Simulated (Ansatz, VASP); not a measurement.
## MoS2 in VASP and in Ansatz

```
S Mo
1.0
     3.14143    0.00000    0.00000
    -1.57072    2.72056    0.00000
     0.00000    0.00000   30.69701
S Mo
6 3
Cartesian
  1.5707 0.9069 7.5023
  1.5707 0.9069 10.6190
  0.0000 1.8137 13.7894
  0.0000 1.8137 16.9075
  1.5707 0.9069 20.0781
  1.5707 0.9069 23.1948
  0.0000 1.8137 9.0598
  1.5707 0.9069 15.3485
  0.0000 1.8137 21.6373
```

Alike in both runs: functional PBEsol; k mesh 9 × 9 × 1; occupations gaussian, width 0.05 eV; no spin polarisation.

Ansatz relaxed the structure, and its values are those at the end. VASP's run is a single point on that final structure, the one shown.

```csv
,VASP,Ansatz
version,VASP 6.6.1,Ansatz 0.2.0
potentials or method,"VASP PAW PBE potentials, release 64 (S, Mo_sv), cutoff 520 eV","scalar-relativistic, plane waves, PAW"
valence electrons in the cell,78,78
```

|  | VASP | Ansatz | Ansatz less VASP |
| --- | --- | --- | --- |
| gap on the k mesh at the Fermi level (eV) | 1.28 | 1.27 | -0.014 |
| least direct gap on the mesh (eV) | 1.76 | 1.76 | +0.002 |

VASP's potentials were made for PBE, not for PBEsol. Ansatz's warnings: xc potential rough in thin density.
